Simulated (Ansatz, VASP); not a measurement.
# CdS in VASP and in Ansatz

```xyz
4
Lattice="4.0737 0.0000 -0.0001 -2.0368 3.5286 0.0002 -0.0001 0.0004 6.6390" Properties=species:S:1:pos:R:3 pbc="T T T"
Cd   -0.0001    2.3544   -0.0002
Cd    2.0368    1.1810    3.3191
S    -0.0001    2.3573    2.4966
S     2.0366    1.1787    5.8159
```

Alike in both runs: functional LDA; k mesh 7 × 7 × 4; occupations fermi-dirac, width 0.02 eV; no spin polarisation.

Ansatz relaxed the structure, and its values are those at the end. VASP's run is a single point on that final structure, the one shown.

```csv
,VASP,Ansatz
version,VASP 6.6.1,Ansatz 0.2.0
potentials or method,"VASP PAW LDA potentials, release 64 (Cd, S), cutoff 520 eV","all-electron LAPW, scalar-relativistic"
```

```csv
,VASP,Ansatz,Ansatz less VASP
pressure (GPa),0.5,0.0,-0.52
```

LDA's correlation is that of Perdew and Zunger in VASP and of Perdew and Wang (1992) in Ansatz. Ansatz ran all-electron here, and VASP with PAW potentials. Ansatz's warnings: displaced walk ended near start symmetry, relaxation start displaced.
